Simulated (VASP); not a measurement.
# KB3H8 (P2_1/m) in VASP: electric field gradients with PBE

Aim: the electric field gradients of KB3H8 with PBE.

All numbers are computed with VASP 6.6.1; they aren't measurements. Logs are shortened: lines on timing, memory, paths and dates and some standing lists are left out, and cuts for length are marked.

## (1) The cell of the first run

It takes space group P2_1/m (No. 11, monoclinic). The conventional cell has a = 5.323 Å, b = 8.128 Å, c = 5.573 Å, α = 90.00°, β = 94.63°, γ = 90.00°. Within 4.7 Å of K (site symmetry m) lie 28 H at 2.79 to 4.66 Å and 14 B at 3.23 to 4.60 Å. Within 1.6 Å of B (site symmetry 1) lie 3 H at 1.21 to 1.27 Å. Within 1.6 Å of B (site symmetry m) lie 4 H at 1.21 to 1.46 Å. Within 1.7 Å of H (site symmetry 1) lie 2 B at 1.27 to 1.46 Å. H (site symmetry 1) has 1 B at 1.21 Å within 1.6 Å. Within 1.6 Å of H (site symmetry 1) lie 1 B at 1.21 Å. H (site symmetry m) has 1 B at 1.21 Å within 1.6 Å. Within 1.6 Å of H (site symmetry m) lie 1 B at 1.21 Å.

## (2) Electric field gradients, PBE

INCAR reads:

```
SYSTEM = KB3H8
PREC = Accurate ; ENCUT = 520
EDIFF = 1E-8 ; ISMEAR = -1
SIGMA = 0.05 ; LREAL = Auto
LASPH = .TRUE. ; NELM = 60
ALGO = Normal ; ISIF = 2
LWAVE = .FALSE. ; LCHARG = .FALSE.
GGA = PE ; LEFG = .TRUE.
NBANDS = 44
```

KPOINTS reads:

```
regular mesh
0
G
  5 4 5
  0 0 0
```

POSCAR reads:

```
KB3H8
1.0
    5.3229900000      0.0000000000      0.0000000000
    0.0000000000      8.1279700000      0.0000000000
   -0.4496293076      0.0000000000      5.5550129431
K B H
2 6 16
Direct
    0.2275437893      0.7500000000      0.8956205211
    0.7724562107      0.2500000000      0.1043794789
    0.2108408710      0.1397351034      0.7695678078
    0.7891591290      0.6397351034      0.2304321922
    0.7891591290      0.8602648966      0.2304321922
    0.2108408710      0.3602648966      0.7695678078
    0.3673106495      0.2500000000      0.5509052112
    0.6326893505      0.7500000000      0.4490947888
    0.3242657942      0.0760880868      0.6010519809
    0.6757342058      0.5760880868      0.3989480191
    0.6757342058      0.9239119132      0.3989480191
    0.3242657942      0.4239119132      0.6010519809
    0.3254806762      0.0877589038      0.9503483509
    0.6745193238      0.5877589038      0.0496516491
    0.6745193238      0.9122410962      0.0496516491
    0.3254806762      0.4122410962      0.9503483509
   -0.0011386097      0.0865990758      0.7294660814
    1.0011386097      0.5865990758      0.2705339186
    1.0011386097      0.9134009242      0.2705339186
   -0.0011386097      0.4134009242      0.7294660814
    0.2791022246      0.2500000000      0.3441504834
    0.7208977754      0.7500000000      0.6558495166
    0.5955500371      0.2500000000      0.5744899550
    0.4044499629      0.7500000000      0.4255100450
```

Potentials or basis: VASP PAW PBE potentials, release 64 (K_sv, B, H).

Started as:

```console
$ cat potpaw_PBE.64/K_sv/POTCAR potpaw_PBE.64/B/POTCAR potpaw_PBE.64/H/POTCAR > POTCAR
$ mpirun -np 1 vasp_std > vasp.out
```

OUTCAR:

```text
SYSTEM = KB3H8
   PREC = Accurate
   ENCUT = 520
   EDIFF = 1E-8
   ISMEAR = -1
   LREAL = Auto
   LASPH = .TRUE.
   NELM = 60
   ISIF = 2
   GGA = PE

 ion  position               nearest neighbor table
   1  0.228  0.750  0.896-
   2  0.772  0.250  0.104-
   3  0.211  0.140  0.770-  13 1.21  17 1.21   9 1.27   7 1.77   6 1.79
   4  0.789  0.640  0.230-  14 1.21  18 1.21  10 1.27   8 1.77   5 1.79
   5  0.789  0.860  0.230-  15 1.21  19 1.21  11 1.27   8 1.77   4 1.79
   6  0.211  0.360  0.770-  16 1.21  20 1.21  12 1.27   7 1.77   3 1.79
   7  0.367  0.250  0.551-  21 1.21  23 1.21   9 1.46  12 1.46   3 1.77   6 1.77
   8  0.633  0.750  0.449-  22 1.21  24 1.21  10 1.46  11 1.46   4 1.77   5 1.77
   9  0.324  0.076  0.601-   3 1.27   7 1.46
  10  0.676  0.576  0.399-   4 1.27   8 1.46
  11  0.676  0.924  0.399-   5 1.27   8 1.46
  12  0.324  0.424  0.601-   6 1.27   7 1.46
  13  0.325  0.088  0.950-   3 1.21
  14  0.675  0.588  0.050-   4 1.21
  15  0.675  0.912  0.050-   5 1.21
  16  0.325  0.412  0.950-   6 1.21
  17  0.999  0.087  0.729-   3 1.21
  18  0.001  0.587  0.271-   4 1.21
  19  0.001  0.913  0.271-   5 1.21
  20  0.999  0.413  0.729-   6 1.21
  21  0.279  0.250  0.344-   7 1.21
  22  0.721  0.750  0.656-   8 1.21
  23  0.596  0.250  0.574-   7 1.21
  24  0.404  0.750  0.426-   8 1.21

  LATTYP: Found a simple monoclinic cell.
 ALAT       =     5.3229900000
 B/A-ratio  =     1.5269557147
 C/A-ratio  =     1.0470017791
 COS(beta)  =    -0.0806773346

  Lattice vectors:

 A1 = (   5.3229900000,   0.0000000000,   0.0000000000)
 A2 = (   0.0000000000,   8.1279700000,   0.0000000000)
 A3 = (  -0.4496293076,   0.0000000000,   5.5550129431)

Analysis of symmetry for initial positions (statically):
=====================================================================
 Subroutine PRICEL returns:
 Original cell was already a primitive cell.

 Routine SETGRP: Setting up the symmetry group for a
 simple monoclinic supercell.

 Subroutine GETGRP returns: Found  4 space group operations
 (whereof  2 operations were pure point group operations)
 out of a pool of  4 trial point group operations.
[... 1197 lines left out ...]
     38       6.4233      0.00000

 [... further k-points ...]

 [bands above 38 left out]

------------------------ aborting loop because EDIFF is reached ----------------------------------------

  FORCE on cell =-STRESS in cart. coord.  units (eV):
  Direction    XX          YY          ZZ          XY          YZ          ZX
  --------------------------------------------------------------------------------------
  -------------------------------------------------------------------------------------
  Total        0.4469462      0.5952583      1.0252771      0.0000000      0.0000000      0.0886895
  in kB        2.9794973      3.9681967      6.8348508      0.0000000      0.0000000      0.5912345
  external PRESSURE =       4.5941816 kB  Pullay stress =       0.0000000 kB

 VOLUME and BASIS-vectors are now :
 -----------------------------------------------------------------------------
  energy-cutoff  :      520.00
  volume of cell :      240.34
      direct lattice vectors                 reciprocal lattice vectors
     5.322990000  0.000000000  0.000000000     0.187864339  0.000000000  0.015205961
     0.000000000  8.127970000  0.000000000     0.000000000  0.123031950  0.000000000
    -0.449629308  0.000000000  5.555012943     0.000000000  0.000000000  0.180017582

 POSITION                                       TOTAL-FORCE (eV/Angst)
 -----------------------------------------------------------------------------------
      0.80852      6.09598      4.97518         0.007450      0.000000     -0.005283
      4.06484      2.03199      0.57983        -0.007450      0.000000      0.005283
      0.77628      1.13576      4.27496        -0.017253      0.006114     -0.015804
      4.09708      5.19975      1.28005         0.017253      0.006114      0.015804
      4.09708      6.99221      1.28005         0.017253     -0.006114      0.015804
      0.77628      2.92822      4.27496        -0.017253     -0.006114     -0.015804
[... 16 lines left out ...]
      2.91180      2.03199      3.19130         0.023064      0.000000      0.005491
      1.96156      6.09598      2.36371        -0.023064      0.000000     -0.005491
 -----------------------------------------------------------------------------------
    total drift:                                0.000000      0.000000     -0.000000

  FREE ENERGIE OF THE ION-ELECTRON SYSTEM (eV)
  ---------------------------------------------------
  free  energy   TOTEN  =      -101.9607511889 eV

  energy  without entropy=     -101.9607511888  energy(sigma->0) =     -101.96075119

 Electric field gradients (V/A^2)
---------------------------------------------------------------------
 ion       V_xx      V_yy      V_zz      V_xy      V_xz      V_yz
---------------------------------------------------------------------
   1       0.740    -5.971     5.231     0.000     5.941     0.000
   2       0.740    -5.971     5.231     0.000     5.941    -0.000
   3      -3.098     0.236     2.862    -3.097    -8.807     3.494
   4      -3.098     0.236     2.862     3.097    -8.807    -3.494
   5      -3.098     0.236     2.862    -3.097    -8.807     3.494
   6      -3.098     0.236     2.862     3.097    -8.807    -3.494
[... 16 lines left out ...]
  23      17.969    -9.311    -8.657     0.000     2.588     0.000
  24      17.969    -9.311    -8.657     0.000     2.588     0.000
---------------------------------------------------------------------

 Electric field gradients after diagonalization (V/A^2)
 (convention: |V_zz| > |V_xx| > |V_yy|)
----------------------------------------------------------------------
 ion       V_xx      V_yy      V_zz     asymmetry (V_yy - V_xx)/ V_zz
----------------------------------------------------------------------
   1      -5.971    -3.366     9.337       0.279
   2      -5.971    -3.366     9.337       0.279
   3      -9.442    -1.714    11.156       0.693
   4      -9.442    -1.714    11.156       0.693
   5      -9.442    -1.714    11.156       0.693
   6      -9.442    -1.714    11.156       0.693
[... 16 lines left out ...]
  23      -9.311    -8.907    18.218       0.022
  24      -9.311    -8.907    18.218       0.022
----------------------------------------------------------------------

           NMR quadrupolar parameters

 Cq : quadrupolar parameter    Cq=e*Q*V_zz/h
 eta: asymmetry parameters     (V_yy - V_xx)/ V_zz
 Q  : nuclear electric quadrupole moment in mb (millibarn)
----------------------------------------------------------------------
 ion       Cq(MHz)       eta       Q (mb)
----------------------------------------------------------------------
   1       0.023       0.279       1.000
   2       0.023       0.279       1.000
   3       0.027       0.693       1.000
   4       0.027       0.693       1.000
   5       0.027       0.693       1.000
   6       0.027       0.693       1.000
[... 16 lines left out ...]
  23       0.044       0.022       1.000
  24       0.044       0.022       1.000
----------------------------------------------------------------------
```

OSZICAR:

```text
N       E                     dE             d eps       ncg     rms          rms(c)
DAV:   1     0.206930825953E+03    0.20693E+03   -0.22009E+04  3432   0.101E+03
DAV:   2    -0.929625319895E+02   -0.29989E+03   -0.28976E+03  4164   0.249E+02
DAV:   3    -0.112702186389E+03   -0.19740E+02   -0.19661E+02  5176   0.566E+01
DAV:   4    -0.113179960413E+03   -0.47777E+00   -0.47687E+00  5224   0.756E+00
DAV:   5    -0.113202895164E+03   -0.22935E-01   -0.22933E-01  4952   0.104E+00    0.153E+01
DAV:   6    -0.104264052283E+03    0.89388E+01   -0.84622E+00  4032   0.110E+01    0.842E+00
DAV:   7    -0.101993477954E+03    0.22706E+01   -0.63031E+00  4568   0.953E+00    0.312E+00
DAV:   8    -0.101963360736E+03    0.30117E-01   -0.10740E+00  4704   0.402E+00    0.621E-01
DAV:   9    -0.101954243526E+03    0.91172E-02   -0.14109E-01  4664   0.131E+00    0.367E-01
DAV:  10    -0.101960109445E+03   -0.58659E-02   -0.19081E-02  4776   0.448E-01    0.195E-01
DAV:  11    -0.101960927890E+03   -0.81844E-03   -0.18166E-03  4728   0.190E-01    0.973E-02
DAV:  12    -0.101960700804E+03    0.22709E-03   -0.10112E-03  4680   0.107E-01    0.186E-02
DAV:  13    -0.101960746169E+03   -0.45365E-04   -0.11960E-04  4336   0.405E-02    0.101E-02
DAV:  14    -0.101960750463E+03   -0.42935E-05   -0.10265E-05  4904   0.122E-02    0.280E-03
DAV:  15    -0.101960751104E+03   -0.64096E-06   -0.10510E-06  4304   0.413E-03    0.137E-03
DAV:  16    -0.101960751167E+03   -0.62857E-07   -0.28399E-07  4568   0.194E-03    0.608E-04
DAV:  17    -0.101960751191E+03   -0.24300E-07   -0.38990E-08  3856   0.919E-04    0.178E-04
DAV:  18    -0.101960751189E+03    0.21737E-08   -0.77718E-09  2984   0.364E-04
   1 F= -.10196075E+03 E0= -.10196075E+03  d E =-.417354E-10
```

Wall time 9.9 min (1 thread of AMD EPYC 7R13 (Zen 3), shared host); peak memory 0.42 GiB.

Results:

```yaml
Free_energy: -101.9608 eV
Pressure: 0.5 GPa
Largest_force: 0.024 eV/Å
Band_gap_on_the_k_mesh: 5.98 eV (least direct gap 6.12 eV)
Largest_electric_field_gradient_by_atom: K +9.3; B +11.2, +24.3 (each value once); H +12.4, +18.6, +18.4, +18.7, +18.2 (each value once) V/Å²
```

Forces in eV/Å, atoms in the order of the input:
```
K    0.007  0.000 -0.005
K   -0.007  0.000  0.005
B   -0.017  0.006 -0.016
B    0.017  0.006  0.016
B    0.017 -0.006  0.016
B   -0.017 -0.006 -0.016
B    0.003  0.000  0.003
B   -0.003  0.000 -0.003
H   -0.003 -0.001 -0.012
H    0.003 -0.001  0.012
H    0.003  0.001  0.012
H   -0.003  0.001 -0.012
H    0.002 -0.007  0.016
H   -0.002 -0.007 -0.016
H   -0.002  0.007 -0.016
H    0.002  0.007  0.016
H    0.010 -0.004  0.005
H   -0.010 -0.004 -0.005
H   -0.010  0.004 -0.005
H    0.010  0.004  0.005
H   -0.008  0.000 -0.003
H    0.008  0.000  0.003
H    0.023  0.000  0.005
H   -0.023  0.000 -0.005
```

Electric field gradients, principal values (V/Å²):
| atom | least | middle | greatest (by size) |
| --- | --- | --- | --- |
| 1 K | -3.366 | -5.971 | 9.337 |
| 2 K | -3.366 | -5.971 | 9.337 |
| 3 B | -1.714 | -9.442 | 11.156 |
| 4 B | -1.714 | -9.442 | 11.156 |
| 5 B | -1.714 | -9.442 | 11.156 |
| 6 B | -1.714 | -9.442 | 11.156 |
| 7 B | -5.689 | -18.650 | 24.339 |
| 8 B | -5.689 | -18.650 | 24.339 |
| 9 H | -1.591 | -10.785 | 12.376 |
| 10 H | -1.591 | -10.785 | 12.376 |
| 11 H | -1.591 | -10.785 | 12.376 |
| 12 H | -1.591 | -10.785 | 12.376 |
| 13 H | -8.728 | -9.886 | 18.614 |
| 14 H | -8.728 | -9.886 | 18.614 |
| 15 H | -8.728 | -9.886 | 18.614 |
| 16 H | -8.728 | -9.886 | 18.614 |
| 17 H | -8.938 | -9.493 | 18.431 |
| 18 H | -8.938 | -9.493 | 18.431 |
| 19 H | -8.938 | -9.493 | 18.431 |
| 20 H | -8.938 | -9.493 | 18.431 |
| 21 H | -9.284 | -9.437 | 18.721 |
| 22 H | -9.284 | -9.437 | 18.721 |
| 23 H | -8.907 | -9.311 | 18.218 |
| 24 H | -8.907 | -9.311 | 18.218 |

Caveat: without QUAD_EFG the Cq values of the log hold for a quadrupole moment of 1 mb, not for the nuclei; an odd mesh through Γ misses points on the zone boundary, where band edges can lie.
